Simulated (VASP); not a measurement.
# Be2Sb (P2_1/m) in VASP: relaxation of cell and atoms with PBE

Aim: the relaxation of cell and atoms of Be2Sb with PBE.

Program: VASP 6.6.1. These are calculated values, not measurements. Logs are shortened: lines on timing, memory, paths and dates and some standing lists are left out, and cuts for length are marked.

## Step 1: The cell of the first run

The structure is monoclinic, space group P2_1/m (No. 11). Conventional cell: a = 3.693 Å, b = 3.665 Å, c = 6.620 Å, α = 90.00°, β = 91.61°, γ = 90.00°. Within 3.0 Å of Be (site symmetry m) lie 3 Be at 2.11 to 2.25 Å and 5 Sb at 2.54 to 2.90 Å. Within 2.9 Å of Be (site symmetry m) lie 3 Be at 2.11 to 2.25 Å and 5 Sb at 2.60 to 2.85 Å. Within 3.4 Å of Sb (site symmetry m) lie 12 Be at 2.54 to 3.39 Å.

## Step 2: Relaxation of cell and atoms, PBE

The input, INCAR:

```
PREC = Accurate
ENCUT = 600
EDIFF = 1E-7
ISMEAR = 0
SIGMA = 0.1
LREAL = F
LASPH = T
NELM = 60
ALGO = Fast
ISIF = 3
LWAVE = F
LCHARG = F
GGA = PE
IBRION = 2
NSW = 100
EDIFFG = -0.01
```

The input, KPOINTS:

```
regular mesh
0
Gamma
  10 10 6
```

The input, POSCAR:

```
Be2Sb
1.0
    3.6929251035      0.0000000000      0.0000000000
    0.0000000000      3.6646743244      0.0000000000
   -0.1860983069      0.0000000000      6.6172102233
Be Sb
4 2
Direct
    0.0703594318      0.7500000000      0.4111878277
    0.9335212600      0.2500000000      0.9082653902
    0.9296405682      0.2500000000      0.5888121723
    0.0664787400      0.7500000000      0.0917346098
    0.5962254763      0.2500000000      0.2477764788
    0.4037745237      0.7500000000      0.7522235212
```

Potentials or basis: VASP PAW PBE potentials, release 64 (Be, Sb).

Started as:

```bash
> cat potpaw_PBE.64/Be/POTCAR potpaw_PBE.64/Sb/POTCAR > POTCAR
> mpirun -np 1 vasp_std > vasp.out
```

OUTCAR:

```text
PREC = Accurate
   ENCUT = 600
   EDIFF = 1E-7
   ISMEAR = 0
   LREAL = F
   LASPH = T
   NELM = 60
   ISIF = 3
   GGA = PE
   IBRION = 2
   NSW = 100
   EDIFFG = -0.01

 ion  position               nearest neighbor table
   1  0.070  0.750  0.411-   4 2.11   3 2.25   3 2.25   6 2.54   5 2.74   5 2.74   5 2.90   5 2.90

   2  0.934  0.250  0.908-   3 2.11   4 2.25   4 2.25   5 2.60   6 2.75   6 2.75   6 2.85   6 2.85

   3  0.930  0.250  0.589-   2 2.11   1 2.25   1 2.25   5 2.54   6 2.74   6 2.74   6 2.90   6 2.90

   4  0.066  0.750  0.092-   1 2.11   2 2.25   2 2.25   6 2.60   5 2.75   5 2.75   5 2.85   5 2.85

   5  0.596  0.250  0.248-   3 2.54   2 2.60   1 2.74   1 2.74   4 2.75   4 2.75   4 2.85   4 2.85
                             1 2.90   1 2.90
   6  0.404  0.750  0.752-   1 2.54   4 2.60   3 2.74   3 2.74   2 2.75   2 2.75   2 2.85   2 2.85
                             3 2.90   3 2.90

  LATTYP: Found a simple monoclinic cell.
 ALAT       =     3.6929251035
 B/A-ratio  =     0.9923500265
 C/A-ratio  =     1.7925699485
 COS(beta)  =    -0.0281122632

  Lattice vectors:

 A1 = (   3.6929251035,   0.0000000000,   0.0000000000)
 A2 = (   0.0000000000,   3.6646743244,   0.0000000000)
 A3 = (  -0.1860983069,   0.0000000000,   6.6172102233)

Analysis of symmetry for initial positions (statically):
=====================================================================
 Subroutine PRICEL returns:
 Original cell was already a primitive cell.

 Routine SETGRP: Setting up the symmetry group for a
 simple monoclinic supercell.

 Subroutine GETGRP returns: Found  4 space group operations
 (whereof  2 operations were pure point group operations)
 out of a pool of  4 trial point group operations.

The static configuration has the point symmetry S_2 .
 The point group associated with its full space group is C_2h.

Analysis of symmetry for dynamics (positions and initial velocities):
=====================================================================
 Subroutine PRICEL returns:
 Original cell was already a primitive cell.

 Routine SETGRP: Setting up the symmetry group for a
 simple monoclinic supercell.

 Subroutine GETGRP returns: Found  4 space group operations
 (whereof  2 operations were pure point group operations)
 out of a pool of  4 trial point group operations.

The dynamic configuration has the point symmetry S_2 .
 The point group associated with its full space group is C_2h.

 Subroutine INISYM returns: Found  4 space group operations
 (whereof  2 operations are pure point group operations),
 and found     1 'primitive' translations

----------------------------------------------------------------------------------------

                                     Primitive cell

  volume of cell :      89.5531

  direct lattice vectors                    reciprocal lattice vectors
     3.692925103  0.000000000  0.000000000     0.270788053  0.000000000  0.007615475
     0.000000000  3.664674324  0.000000000     0.000000000  0.272875544  0.000000000
    -0.186098307  0.000000000  6.617210223     0.000000000  0.000000000  0.151121087

  length of vectors
     3.692925103  3.664674324  6.619826563     0.270895119  0.272875544  0.151121087

  position of ions in fractional coordinates (direct lattice)
     0.070359432  0.750000000  0.411187828
     0.933521260  0.250000000  0.908265390
     0.929640568  0.250000000  0.588812172
     0.066478740  0.750000000  0.091734610
     0.596225476  0.250000000  0.247776479
     0.403774524  0.750000000  0.752223521

  ion indices of the primitive-cell ions
   primitive index   ion index
                 1           1
                 2           2
                 3           3
                 4           4
                 5           5
                 6           6

----------------------------------------------------------------------------------------

[... 30 lines left out ...]
  0.400000  0.000000 -0.000000      2.000000
  0.500000  0.000000 -0.000000      1.000000
[... 16 lines left out ...]
  0.400000  0.300000 -0.000000      4.000000
  0.500000  0.300000 -0.000000      2.000000
 [... further k-points ...]
   k-points           NKPTS =    192   k-points in BZ     NKDIM =    192   number of bands    NBANDS=     13
   number of dos      NEDOS =    301   number of ions     NIONS =      6
   total plane-waves  NPLWV =  48600
   dimension x,y,z NGX =    30 NGY =   30 NGZ =   54
   dimension x,y,z NGXF=    60 NGYF=   60 NGZF=  108
   ions per type =               4   2
   NGX,Y,Z   is equivalent  to a cutoff of  13.51, 13.61, 13.56 a.u.
   NGXF,Y,Z  is equivalent  to a cutoff of  27.01, 27.22, 27.12 a.u.
 SYSTEM =  unknown system
   PREC   = accura    normal or accurate (medium, high low for compatibility)
   ISTART =      0    job   : 0-new  1-cont  2-samecut
   ICHARG =      2    charge: 1-file 2-atom 10-const
   ISPIN  =      1    spin polarized calculation?
   LNONCOLLINEAR =      F non collinear calculations
   LSORBIT =      F    spin-orbit coupling
   LASPH  =      T    aspherical Exc in radial PAW
   ENCUT  =  600.0 eV  44.10 Ry    6.64 a.u.   7.38  7.32 13.22*2*pi/ulx,y,z
   NELM   =     60;   NELMIN=  2; NELMDL= -5     # of ELM steps
   EDIFF  = 0.1E-06   stopping-criterion for ELM
   LREAL  =      F    real-space projection
   EDIFFG = -.1E-01   stopping-criterion for IOM
   NSW    =    100    number of steps for IOM
   IBRION =      2    ionic relax: 0-MD 1-quasi-New 2-CG
   NFREE  =      1    steps in history (QN), initial steepest desc. (CG)
   ISIF   =      3    stress and relaxation
   ISYM   =      2    0-nonsym 1-usesym 2-fastsym
   POTIM  = 0.5000    time-step for ionic-motion
   TEBEG  =    0.0;   TEEND  =   0.0 temperature during run
   PSTRESS=    0.0 pullay stress
   NELECT =      18.0000    total number of electrons
   NUPDOWN=      -1.0000    fix difference up-down
   EMIN   =  10.00;   EMAX   =-10.00  energy-range for DOS
   EFERMI =   0.00;   METHOD = LEGACY
   ISMEAR =     0;   SIGMA  =   0.10  broadening in eV -4-tet -1-fermi 0-gaus
   EFERMI_NEDOS =   21; number of points for ismear=-14 and -15
   IALGO  =     68    algorithm
   IMIX   =      4    mixing-type and parameters
     AMIX     =   0.40;   BMIX     =  1.00
     AMIX_MAG =   1.60;   BMIX_MAG =  1.00
  volume/ion in A,a.u.               =      14.93       100.72
  Fermi-wavevector in a.u.,A,eV,Ry     =   0.958971  1.812192 12.512258  0.919625
  Thomas-Fermi vector in A             =   2.088125
   LORBIT       =      0    0 simple, 1 ext, 2 COOP (PROOUT), +10 PAW based schemes
   GGA     = PE    functional components
   LHFCALC =     F    Hartree Fock is set to
   AEXX    =    0.0000 exact exchange contribution
   IVDW    =     0    specifies the selected vdW correction
   LEPSILON=     F    determine dielectric tensor
   LRPA    =     F    only Hartree local field effects (RPA)
 conjugate gradient relaxation of ions
 non-spin polarized calculation
 RMM-DIIS sequential band-by-band and
 Gauss-broadening in eV      SIGMA  =   0.10
  energy-cutoff  :      600.00
  volume of cell :       89.55
 maximum number of plane-waves:      3019
 NGX is ok and might be reduce to    30
   NGX = 15   NGY = 15   NGZ = 27

--------------------------------------- Ionic step        1  -------------------------------------------

 number of electron      17.9999999 magnetization

 Free energy of the ion-electron system (eV)
  ---------------------------------------------------
  ext. energy  EPLUGINS =         0.00000000
  ---------------------------------------------------
  free energy    TOTEN  =       -20.31186491 eV

  energy without entropy =      -20.30456260  energy(sigma->0) =      -20.30821375

------------------------ aborting loop because EDIFF is reached ----------------------------------------

  FORCE on cell =-STRESS in cart. coord.  units (eV):
  Direction    XX          YY          ZZ          XY          YZ          ZX
  --------------------------------------------------------------------------------------
  -------------------------------------------------------------------------------------
  Total        0.1528721      0.3236607     -0.4033424      0.0000000      0.0000000      0.4372318
  in kB        2.7350048      5.7905489     -7.2161188      0.0000000      0.0000000      7.8224270
  external PRESSURE =       0.4364783 kB  Pullay stress =       0.0000000 kB
[... 101 lines left out ...]
  FREE ENERGIE OF THE ION-ELECTRON SYSTEM (eV)
  ---------------------------------------------------
  free  energy   TOTEN  =       -20.3190034919 eV

  energy  without entropy=      -20.3129596903  energy(sigma->0) =      -20.31598159

[... ionic steps 4 to 11 ...]

--------------------------------------- Ionic step       12  -------------------------------------------

 number of electron      17.9999999 magnetization

------------------------ aborting loop because EDIFF is reached ----------------------------------------
[... 75 lines left out ...]
--------------------------------------- Ionic step       14  -------------------------------------------

 number of electron      17.9999999 magnetization

 Free energy of the ion-electron system (eV)
  ---------------------------------------------------
  ext. energy  EPLUGINS =         0.00000000
  ---------------------------------------------------
  free energy    TOTEN  =       -20.32244904 eV

  energy without entropy =      -20.31667444  energy(sigma->0) =      -20.31956174

 E-fermi :   7.6906     XC(G=0): -10.2203

 val. band max:        7.6862246494   @ k =  -0.4000   0.2000   0.3333
 cond. band min:       7.6962793669   @ k =  -0.3000   0.1000   0.1667
 fundamental gap:      0.0100547175
 Fermi energy:         7.6906370924

 k-point     1 :       0.0000    0.0000    0.0000
  band No.  band energies     occupation
      1      -4.8489      2.00000
      2      -2.9431      2.00000
      3       0.2737      2.00000
      4       4.8827      2.00000
      5       5.3669      2.00000
      6       6.2343      2.00000
      7       6.9261      2.00000
      8       7.5652      1.92395
      9       7.8324      0.04504
     10       7.9315      0.00066
     11       8.8801      0.00000
     12       8.9007      0.00000
     13      10.4625      0.00000
[... 354 lines left out ...]
  band No.  band energies     occupation
      1      -2.3768      2.00000
      2      -1.3984      2.00000
      3       1.0855      2.00000
      4       2.0632      2.00000
      5       3.3233      2.00000
      6       3.7285      2.00000
      7       3.8898      2.00000
      8       4.1857      2.00000
      9       6.1338      2.00000
     10       6.5912      2.00000
     11       7.0205      2.00000
     12       7.8243      0.05879
     13      11.1059      0.00000

 [... further k-points ...]

------------------------ aborting loop because EDIFF is reached ----------------------------------------

  FORCE on cell =-STRESS in cart. coord.  units (eV):
  Direction    XX          YY          ZZ          XY          YZ          ZX
  --------------------------------------------------------------------------------------
  -------------------------------------------------------------------------------------
  Total        0.0044401      0.0116029     -0.0193338      0.0000000      0.0000000     -0.0020596
  in kB        0.0791582      0.2068576     -0.3446862      0.0000000      0.0000000     -0.0367191
  external PRESSURE =      -0.0195568 kB  Pullay stress =       0.0000000 kB
[... 21 lines left out ...]
  FREE ENERGIE OF THE ION-ELECTRON SYSTEM (eV)
  ---------------------------------------------------
  free  energy   TOTEN  =       -20.3224490386 eV

  energy  without entropy=      -20.3166744444  energy(sigma->0) =      -20.31956174

 reached required accuracy - stopping structural energy minimisation
```

Run time: 36 min. Hardware: 1 thread of Oxide Virtual Turin-like, shared host; peak memory 0.4 GiB.

Results:

```
Free energy                           : -20.3224 eV
Relaxed volume                        : 14.98 Å³/atom
Relaxed cell                          : a = 3.705 Å, b = 3.685 Å, c = 6.582 Å, α = 90.00°, β = 89.98°, γ = 90.00°
Space group after relaxing (to 0.1 Å) : Pmmn (No. 59)
Energy gained by relaxing             : 1.8 meV/atom
Ionic steps                           : 14
Pressure after relaxing               : 0.0 GPa
Largest force after relaxing          : 0.007 eV/Å
Band gap on the k mesh                : zero (bands 9 and 10 overlap by 4.40 eV)
```

Forces on the atoms (eV/Å):
```
Be  -0.004  0.000  0.005
Be   0.003  0.000 -0.005
Be   0.004  0.000 -0.005
Be  -0.003  0.000  0.005
Sb  -0.005  0.000  0.001
Sb   0.005  0.000 -0.001
```

The path:
```
step  energy change (eV)  largest force (eV/Å)  pressure (GPa)  volume (Å³)
   1              0.0000                0.0531            0.04        89.55
   2             -0.0049                0.0581            0.07        89.60
   3             -0.0071                0.0619            0.11        89.65
   4             -0.0072                0.0654            0.12        89.66
   5             -0.0089                0.0594           -0.04        89.88
   6             -0.0092                0.0572           -0.13        90.00
   7             -0.0100                0.0416            0.00        89.86
   8             -0.0103                0.0322            0.12        89.73
   9             -0.0105                0.0145           -0.05        89.93
  10             -0.0105                0.0147           -0.04        89.93
  11             -0.0105                0.0119           -0.02        89.89
  12             -0.0105                0.0129            0.01        89.86
  13             -0.0105                0.0142            0.01        89.85
  14             -0.0106                0.0069            0.00        89.87
```

Final structure:
```xyz
6
Lattice="3.7042 0.0000 0.0530 0.0000 3.6854 0.0000 -0.0922 0.0000 6.5816" Properties=species:S:1:pos:R:3 pbc="T T T"
Be    0.2027    2.7641    2.7054
Be    3.3811    0.9214    6.0445
Be    3.4094    0.9214    3.9292
Be    0.2309    2.7641    0.5901
Sb    2.1954    0.9214    1.6773
Sb    1.4166    2.7641    4.9573
```

Caveat: spin-orbit coupling is left out, which moves the levels of the heavy elements.
